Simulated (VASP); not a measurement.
A run of VASP 6.6.1:

INCAR

```
PREC = Accurate
ENCUT = 600
EDIFF = 1E-6
ISMEAR = -1
SIGMA = 0.05
LREAL = F
LASPH = T
NELM = 100
ALGO = Normal
ISIF = 3
LWAVE = F
LCHARG = F
GGA = PS
IBRION = 2
NSW = 80
EDIFFG = -0.02
PSTRESS = 100.0
```

Contents of KPOINTS:

```
regular mesh
0
Gamma
  11 11 5
```

The input POSCAR:

```
Ta
1.0
    2.9003720726      0.0000000000      0.0000000000
   -1.4501860363      2.5117958953      0.0000000000
    0.0000000000      0.0000000000      5.1662740000
Ta
2
Direct
    0.3333333333      0.6666666667      0.2500000000
    0.6666666667      0.3333333333      0.7500000000
```

Potentials or basis: VASP PAW PBE potentials, release 64 (Ta_pv).

Launch:

```console
$ cat potpaw_PBE.64/Ta_pv/POTCAR > POTCAR
$ mpirun -np 1 vasp_std > vasp.out
```

Hardware: 1 thread of Intel(R) Xeon(R) 6975P-C (Granite Rapids) (shared host).

Problem. How long does it take, and how much memory?

Solution. It took 48 s on 1 thread of Intel(R) Xeon(R) 6975P-C (Granite Rapids), with other jobs on the host, peak memory 0.18 GiB. Counts: scf iterations 49, k points 48, ion steps 7.
